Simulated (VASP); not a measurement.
# SnSe (Fm-3m) in VASP: single point with LDA

Aim: the single point of SnSe with LDA.

Everything below comes from runs of VASP 6.6.1. Logs are shortened: lines on timing, memory, paths and dates and some standing lists are left out, and cuts for length are marked.

## Step 1: The cell of the first run

It takes space group Fm-3m (No. 225, cubic). Conventional cell: a = 6.009 Å, b = 6.009 Å, c = 6.009 Å, α = 90.00°, β = 90.00°, γ = 90.00°. Within 4.0 Å of Sn (site symmetry m-3m) lie 6 Se at 3.00 Å. Se (site symmetry m-3m) has 6 Sn at 3.00 Å within 4.0 Å.

## Step 2: Single point, LDA (volume scaled by 1.06)

INCAR

```
SYSTEM = SnSe
PREC = Accurate
ENCUT = 520
EDIFF = 1E-6
ISMEAR = 0
SIGMA = 0.02
LREAL = .False.
LASPH = .True.
NELM = 60
ALGO = Normal
ISIF = 2
LWAVE = .False.
LCHARG = .False.
NBANDS = 17
```

KPOINTS

```
Automatic mesh
0
Gamma
  8 8 8
  0 0 0
```

POSCAR

```
SnSe
1.0
    0.0000000000      3.0044398486      3.0044398486
    3.0044398486      0.0000000000      3.0044398486
    3.0044398486      3.0044398486      0.0000000000
Sn Se
1 1
Direct
    0.0000000000      0.0000000000      0.0000000000
    0.5000000000      0.5000000000      0.5000000000
```

Potentials or basis: VASP PAW LDA potentials, release 64 (Sn_d, Se).

Run with:

```console
> cat potpaw_LDA.64/Sn_d/POTCAR potpaw_LDA.64/Se/POTCAR > POTCAR
> mpirun -np 1 vasp_std > vasp.out
```

OUTCAR:

```text
SYSTEM = SnSe
   PREC = Accurate
   ENCUT = 520
   EDIFF = 1E-6
   ISMEAR = 0
   LREAL = .False.
   LASPH = .True.
   NELM = 60
   ISIF = 2

 ion  position               nearest neighbor table
   1  0.000  0.000  0.000-   2 3.00   2 3.00   2 3.00   2 3.00   2 3.00   2 3.00
   2  0.500  0.500  0.500-   1 3.00   1 3.00   1 3.00   1 3.00   1 3.00   1 3.00

  LATTYP: Found a face centered cubic cell.
 ALAT       =     6.0088796972

  Lattice vectors:

 A1 = (   0.0000000000,   3.0044398486,   3.0044398486)
 A2 = (   3.0044398486,   0.0000000000,   3.0044398486)
 A3 = (   3.0044398486,   3.0044398486,   0.0000000000)

Analysis of symmetry for initial positions (statically):
=====================================================================
 Subroutine PRICEL returns:
 Original cell was already a primitive cell.

 Routine SETGRP: Setting up the symmetry group for a
 face centered cubic supercell.

 Subroutine GETGRP returns: Found 48 space group operations
 (whereof 48 operations were pure point group operations)
 out of a pool of 48 trial point group operations.

The static configuration has the point symmetry O_h .

Analysis of symmetry for dynamics (positions and initial velocities):
=====================================================================
 Subroutine PRICEL returns:
 Original cell was already a primitive cell.

 Routine SETGRP: Setting up the symmetry group for a
 face centered cubic supercell.

 Subroutine GETGRP returns: Found 48 space group operations
 (whereof 48 operations were pure point group operations)
 out of a pool of 48 trial point group operations.

The dynamic configuration has the point symmetry O_h .

 Subroutine INISYM returns: Found 48 space group operations
 (whereof 48 operations are pure point group operations),
 and found     1 'primitive' translations

----------------------------------------------------------------------------------------

                                     Primitive cell

  volume of cell :      54.2401

  direct lattice vectors                    reciprocal lattice vectors
     0.000000000  3.004439849  3.004439849    -0.166420373  0.166420373  0.166420373
     3.004439849  0.000000000  3.004439849     0.166420373 -0.166420373  0.166420373
     3.004439849  3.004439849  0.000000000     0.166420373  0.166420373 -0.166420373

  length of vectors
     4.248919581  4.248919581  4.248919581     0.288248541  0.288248541  0.288248541

  position of ions in fractional coordinates (direct lattice)
     0.000000000  0.000000000  0.000000000
     0.500000000  0.500000000  0.500000000

  ion indices of the primitive-cell ions
   primitive index   ion index
                 1           1
                 2           2

----------------------------------------------------------------------------------------

 KPOINTS: Automatic mesh

Automatic generation of k-mesh.
 Grid dimensions read from file:
 generate k-points for:    8    8    8

 Generating k-lattice:

  Cartesian coordinates                     Fractional coordinates (reciprocal lattice)
    -0.020802547  0.020802547  0.020802547     0.125000000  0.000000000  0.000000000
     0.020802547 -0.020802547  0.020802547     0.000000000  0.125000000  0.000000000
     0.020802547  0.020802547 -0.020802547     0.000000000  0.000000000  0.125000000

  Length of vectors
     0.036031068  0.036031068  0.036031068

  Shift w.r.t. Gamma in fractional coordinates (k-lattice)
     0.000000000  0.000000000  0.000000000

 Subroutine IBZKPT returns following result:
 ===========================================

 Found     29 irreducible k-points:

 Following reciprocal coordinates:
            Coordinates               Weight
  0.000000  0.000000  0.000000      1.000000
  0.125000  0.000000  0.000000      8.000000
  0.250000  0.000000  0.000000      8.000000
  0.375000  0.000000  0.000000      8.000000
  0.500000  0.000000  0.000000      4.000000
  0.125000  0.125000  0.000000      6.000000
[... 16 lines left out ...]
  0.500000  0.250000  0.125000     48.000000
 -0.375000  0.250000  0.125000     24.000000
 [... further k-points ...]
   k-points           NKPTS =     29   k-points in BZ     NKDIM =     29   number of bands    NBANDS=     17
   number of dos      NEDOS =    301   number of ions     NIONS =      2
   total plane-waves  NPLWV =  32768
   dimension x,y,z NGX =    32 NGY =   32 NGZ =   32
   dimension x,y,z NGXF=    64 NGYF=   64 NGZF=   64
   ions per type =               1   1
   NGX,Y,Z   is equivalent  to a cutoff of  12.52, 12.52, 12.52 a.u.
   NGXF,Y,Z  is equivalent  to a cutoff of  25.04, 25.04, 25.04 a.u.
 SYSTEM =  SnSe
   PREC   = accura    normal or accurate (medium, high low for compatibility)
   ISTART =      0    job   : 0-new  1-cont  2-samecut
   ICHARG =      2    charge: 1-file 2-atom 10-const
   ISPIN  =      1    spin polarized calculation?
   LNONCOLLINEAR =      F non collinear calculations
   LSORBIT =      F    spin-orbit coupling
   LASPH  =      T    aspherical Exc in radial PAW
   ENCUT  =  520.0 eV  38.22 Ry    6.18 a.u.   7.90  7.90  7.90*2*pi/ulx,y,z
   NELM   =     60;   NELMIN=  2; NELMDL= -5     # of ELM steps
   EDIFF  = 0.1E-05   stopping-criterion for ELM
   LREAL  =      F    real-space projection
   EDIFFG = 0.1E-04   stopping-criterion for IOM
   NSW    =      0    number of steps for IOM
   IBRION =     -1    ionic relax: 0-MD 1-quasi-New 2-CG
   NFREE  =      0    steps in history (QN), initial steepest desc. (CG)
   ISIF   =      2    stress and relaxation
   ISYM   =      2    0-nonsym 1-usesym 2-fastsym
   POTIM  = 0.5000    time-step for ionic-motion
   TEBEG  =    0.0;   TEEND  =   0.0 temperature during run
   PSTRESS=    0.0 pullay stress
   NELECT =      20.0000    total number of electrons
   NUPDOWN=      -1.0000    fix difference up-down
   EMIN   =  10.00;   EMAX   =-10.00  energy-range for DOS
   EFERMI =   0.00;   METHOD = LEGACY
   ISMEAR =     0;   SIGMA  =   0.02  broadening in eV -4-tet -1-fermi 0-gaus
   EFERMI_NEDOS =   21; number of points for ismear=-14 and -15
   IALGO  =     38    algorithm
   IMIX   =      4    mixing-type and parameters
     AMIX     =   0.40;   BMIX     =  1.00
     AMIX_MAG =   1.60;   BMIX_MAG =  1.00
  volume/ion in A,a.u.               =      27.12       183.02
  Fermi-wavevector in a.u.,A,eV,Ry     =   1.173937  2.218419 18.750559  1.378127
  Thomas-Fermi vector in A             =   2.310342
   LORBIT       =      0    0 simple, 1 ext, 2 COOP (PROOUT), +10 PAW based schemes
   GGA     = CA    functional components
   LHFCALC =     F    Hartree Fock is set to
   AEXX    =    0.0000 exact exchange contribution
   IVDW    =     0    specifies the selected vdW correction
   LEPSILON=     F    determine dielectric tensor
   LRPA    =     F    only Hartree local field effects (RPA)
 non-spin polarized calculation
 Gauss-broadening in eV      SIGMA  =   0.02
  energy-cutoff  :      520.00
  volume of cell :       54.24
 maximum number of plane-waves:      1476
   NGX = 15   NGY = 15   NGZ = 15

 number of electron      20.0000008 magnetization

 Free energy of the ion-electron system (eV)
  ---------------------------------------------------
  ext. energy  EPLUGINS =         0.00000000
  ---------------------------------------------------
  free energy    TOTEN  =        -9.48074299 eV

  energy without entropy =       -9.48074299  energy(sigma->0) =       -9.48074299

 E-fermi :   5.5571     XC(G=0):  -9.9070

 val. band max:        5.3848095784   @ k =   0.5000   0.0000   0.0000
 cond. band min:       6.0379300350   @ k =   0.5000   0.0000   0.0000
 fundamental gap:      0.6531204566
 Fermi energy:         5.5570718980

 k-point     1 :       0.0000    0.0000    0.0000
  band No.  band energies     occupation
      1     -16.0100      2.00000
      2     -16.0100      2.00000
      3     -16.0078      2.00000
      4     -16.0078      2.00000
      5     -16.0078      2.00000
      6      -8.4207      2.00000
[... 9 lines left out ...]
     16      11.3443      0.00000
     17      13.6195      0.00000

 k-point     2 :       0.1250    0.0000    0.0000
  band No.  band energies     occupation
      1     -16.0110      2.00000
      2     -16.0110      2.00000
      3     -16.0074      2.00000
      4     -16.0061      2.00000
      5     -16.0061      2.00000
      6      -8.3099      2.00000
[... 9 lines left out ...]
     16      11.7137      0.00000
     17      14.7075      0.00000

 k-point     3 :       0.2500    0.0000    0.0000
  band No.  band energies     occupation
      1     -16.0138      2.00000
      2     -16.0138      2.00000
      3     -16.0065      2.00000
      4     -16.0014      2.00000
      5     -16.0014      2.00000
      6      -8.0111      2.00000
[... 9 lines left out ...]
     16      12.6765      0.00000
     17      16.8431      0.00000

 k-point     4 :       0.3750    0.0000    0.0000
  band No.  band energies     occupation
      1     -16.0168      2.00000
      2     -16.0168      2.00000
      3     -16.0056      2.00000
      4     -15.9966      2.00000
      5     -15.9966      2.00000
      6      -7.6489      2.00000
[... 9 lines left out ...]
     16      14.1566      0.00000
     17      16.8445      0.00000
[... 343 lines left out ...]
      1     -16.0204      2.00000
      2     -16.0101      2.00000
      3     -16.0084      2.00000
      4     -15.9990      2.00000
      5     -15.9975      2.00000
      6      -7.7728      2.00000
[... 9 lines left out ...]
     16      14.8939      0.00000
     17      15.1086      0.00000

 k-point    23 :       0.5000    0.2500    0.1250
  band No.  band energies     occupation
      1     -16.0230      2.00000
      2     -16.0121      2.00000
      3     -16.0055      2.00000
      4     -15.9974      2.00000
      5     -15.9948      2.00000
      6      -7.4661      2.00000
[... 9 lines left out ...]
     16      15.1432      0.00000
     17      16.5713      0.00000

 k-point    24 :      -0.3750    0.2500    0.1250
  band No.  band energies     occupation
      1     -16.0239      2.00000
      2     -16.0132      2.00000
      3     -16.0027      2.00000
      4     -15.9987      2.00000
      5     -15.9933      2.00000
      6      -7.3213      2.00000
[... 9 lines left out ...]
     16      16.2513      0.00000
     17      16.3748      0.00000

 [... further k-points ...]
[... 5 lines left out ...]
  --------------------------------------------------------------------------------------
  -------------------------------------------------------------------------------------
  Total       -1.0191612     -1.0191612     -1.0191612      0.0000000      0.0000000     -0.0000000
  in kB      -30.1046046    -30.1046046    -30.1046046      0.0000000      0.0000000     -0.0000000
  external PRESSURE =     -30.1046046 kB  Pullay stress =       0.0000000 kB

 VOLUME and BASIS-vectors are now :
 -----------------------------------------------------------------------------
  energy-cutoff  :      520.00
  volume of cell :       54.24
      direct lattice vectors                 reciprocal lattice vectors
     0.000000000  3.004439849  3.004439849    -0.166420373  0.166420373  0.166420373
     3.004439849  0.000000000  3.004439849     0.166420373 -0.166420373  0.166420373
     3.004439849  3.004439849  0.000000000     0.166420373  0.166420373 -0.166420373

 POSITION                                       TOTAL-FORCE (eV/Angst)
 -----------------------------------------------------------------------------------
      0.00000      0.00000      0.00000         0.000000     -0.000000     -0.000000
      3.00444      3.00444      3.00444        -0.000000      0.000000      0.000000
 -----------------------------------------------------------------------------------
    total drift:                                0.000000     -0.000000     -0.000000

  FREE ENERGIE OF THE ION-ELECTRON SYSTEM (eV)
  ---------------------------------------------------
  free  energy   TOTEN  =        -9.4807429884 eV

  energy  without entropy=       -9.4807429884  energy(sigma->0) =       -9.48074299
```

Run time: 24 s. Hardware: 1 thread of Intel Xeon 8259CL, shared host; peak memory 0.17 GiB.

What came out:

```yaml
Free_energy: -9.4807 eV
Pressure: -3.0 GPa
Band_gap_on_the_k_mesh: 0.65 eV, direct
```

Levels at points of the mesh, in eV from the valence-band top:
```
           k point  band 8  band 9  band 10  band 11  band 12  band 13
(0.00, 0.00, 0.00)   -2.08   -2.08    -2.08     4.34     4.34     4.34
(0.50, 0.00, 0.00)   -1.82   -1.82     0.00     0.65     1.28     1.28
(0.50, 0.50, 0.00)   -5.41   -3.55    -3.55     3.07     5.39     5.39
```

Caveat: spin-orbit coupling is left out, which moves the levels of the heavy elements. A k mesh can miss the band edges.
